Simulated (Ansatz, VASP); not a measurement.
HfN: VASP beside Ansatz

INCAR

```
SYSTEM = HfN
PREC = Accurate
ENCUT = 520
EDIFF = 1E-6
ISMEAR = -1
SIGMA = 0.1
LREAL = .False.
LASPH = .True.
NELM = 100
ALGO = Normal
ISIF = 2
LWAVE = .False.
LCHARG = .False.
GGA = PS
NBANDS = 14
```

KPOINTS

```
regular mesh
0
Gamma
  12 12 12
  0 0 0
```

File POSCAR:

```
HfN
1.0
    0.0000000000      2.4548220000      2.4548220000
    2.4548220000      0.0000000000      2.4548220000
    2.4548220000      2.4548220000      0.0000000000
Hf N
1 1
Direct
    0.0000000000      0.0000000000      0.0000000000
    0.7500000000      0.7500000000      0.7500000000
```

Input for Ansatz:

```yaml
crystal:
  lattice:
    - [0.0, 2.454822, 2.454822]
    - [2.454822, 0.0, 2.454822]
    - [2.454822, 2.454822, 0.0]
  atoms:
    - { symbol: Hf, position: [0.0, 0.0, 0.0] }
    - { symbol: "N", position: [0.75, 0.75, 0.75] }
basis:
  ecutwfc: 557.833418042754
kpoints:
  mp_grid:
    grid: [12, 12, 12]
hamiltonian:
  xc: pbesol
  pseudopotentials:
    kind: paw
scf:
  convergence:
    dr2_threshold: 1.0e-10
  occupations:
    method: fermi_dirac
output:
  stress: true
```

Alike in both runs: task single point; functional PBEsol; k mesh 12 × 12 × 12; no spin polarisation.

```csv
,VASP,Ansatz
version,VASP 6.6.1,Ansatz 0.2.0
potentials or method,"VASP PAW PBE potentials, release 64 (Hf_pv, N), cutoff 520 eV","plane waves, PAW"
occupations,"fermi-dirac, width 0.1 eV",fermi-dirac
valence electrons in the cell,15,31
```

|  | VASP | Ansatz | Ansatz less VASP |
| --- | --- | --- | --- |
| pressure (GPa) | -5.8 | -4.9 | +0.91 |

VASP's potentials were made for PBE, not for PBEsol. VASP's potentials hold 15 valence electrons a cell and Ansatz's 31, so a difference there can come from the potentials and not from the codes.

Neither program's run includes spin-orbit coupling.
